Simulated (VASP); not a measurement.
## MgO: G0W0 quasiparticle levels with PBE

MgO:

```
Mg O
1.0
     0.02102    2.12319    2.12319
     2.12319    0.02102    2.12319
     2.12319    2.12319    0.02102
Mg O
1 1
Direct
  0.00000 0.00000 0.00000
  0.50000 0.50000 0.50000
```

- Program: VASP 6.6.1
- Task: G0W0 quasiparticle levels
- Functional: PBE
- Potentials or basis: VASP PAW PBE potentials, release 64 (Mg_GW, O_GW)
- Cutoff: 500 eV
- k mesh: 6 × 6 × 6
- Occupations: gaussian, width 0.01 eV
- Spin: no spin polarisation
- Dipole correction: no
- GW scheme: G0W0
- GW iterations: 1
- Cutoff of the response function: 150
- Frequency points: 48
- Empty bands: 78
- Further INCAR settings: ALGO = EVGW0; EDIFF = 1e-08; NBANDS = 82

```
Quasiparticle gap                                   : 7.10 eV
Least direct quasiparticle gap                      : 7.10 eV
Band gap of the starting levels on the mesh         : 4.59 eV
Least direct gap of the starting levels on the mesh : 4.59 eV
```

It took 2.5 min on 1 thread of Intel(R) Xeon(R) 6975P-C (Granite Rapids) (shared host), peak memory 0.39 GiB.

Caveat: the k points lie up to 0.43 Å⁻¹ apart; bands, screening cutoff and mesh are small and nothing is extrapolated, so the quasiparticle values aren't converged.
